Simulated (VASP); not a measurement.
Wanted: the native input for a VASP 6.6.1 run.

| Property | Result |
| --- | --- |
| Task | single point |
| Functional | PBE |
| Potentials or basis | VASP PAW PBE potentials, release 64 (Si) |
| Cutoff | 520 eV |
| k mesh | 10 × 10 × 10 |
| Occupations | gaussian, width 0.01 eV |
| Spin | no spin polarisation |
| Dipole correction | no |
| Further INCAR settings | ALGO = Normal; EDIFF = 1e-06; NBANDS = 16 |

The structure of Si lies in POSCAR:

```
Si
1.0
   -3.3455832253      3.3455832253      1.9304179686
    3.3455832253     -3.3455832253      1.9304179686
    3.3455832253      3.3455832253     -1.9304179686
Si
4
Direct
    0.1786105076      0.1786105076      0.3572210153
    0.8213894924      0.8213894924      0.6427789847
    0.1786105076      0.8213894924      0.0000000000
    0.8213894924      0.1786105076      0.0000000000
```

The input as run:

INCAR

```
ALGO = Normal ; EDIFF = 1E-6
ENCUT = 520 ; GGA = PE
ISIF = 2 ; ISMEAR = 0
LASPH = True ; LCHARG = False
LREAL = False ; LWAVE = False
NBANDS = 16 ; NELM = 100
PREC = Accurate ; SIGMA = 0.01
```

KPOINTS

```
k-points
0
Gamma
  10 10 10
```

Potentials or basis: VASP PAW PBE potentials, release 64 (Si).

Launch:

```console
$ cat potpaw_PBE.64/Si/POTCAR > POTCAR
$ mpirun -np 1 vasp_std > vasp.out
```

Results of the run:

```
Pressure               : -0.1 GPa
Band gap on the k mesh : 0.41 eV (least direct gap 0.44 eV)
```

It took 2.5 min on 1 thread of Intel Xeon 8259CL (shared host), peak memory 0.28 GiB.
